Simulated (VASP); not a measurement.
Cu, 1 atom in the cell. The structure is tetragonal, space group I4/mmm (No. 139). Conventional cell: a = 2.797 Å, b = 2.797 Å, c = 2.753 Å, α = 90.00°, β = 90.00°, γ = 90.00°. Within 3.2 Å of Cu (site symmetry 4/mmm) lie 14 Cu at 2.41 to 2.80 Å. 

```yaml
Program: VASP 6.6.1
Task: single point
Functional: PBEsol
Potentials_or_basis: VASP PAW PBE potentials, release 64 (Cu)
Cutoff: 520 eV
k_mesh: 13 × 13 × 13
Occupations: fermi-dirac, width 0.1 eV
Spin: no spin polarisation
Dipole_correction: no
Further_INCAR_settings: ALGO = Normal; EDIFF = 1e-07; NBANDS = 12
```

Potentials or basis: VASP PAW PBE potentials, release 64 (Cu).

The run is started by

```bash
$ cat potpaw_PBE.64/Cu/POTCAR > POTCAR
$ mpirun -np 1 vasp_std > vasp.out
```

Hardware: 1 thread of Intel Xeon 8259CL, with other jobs on the host.

Q: How long does it take, and how much memory?

A: It took 21 s on 1 thread of Intel Xeon 8259CL, with other jobs on the host, peak memory 0.14 GiB. Counts: scf iterations 12, k points 196.
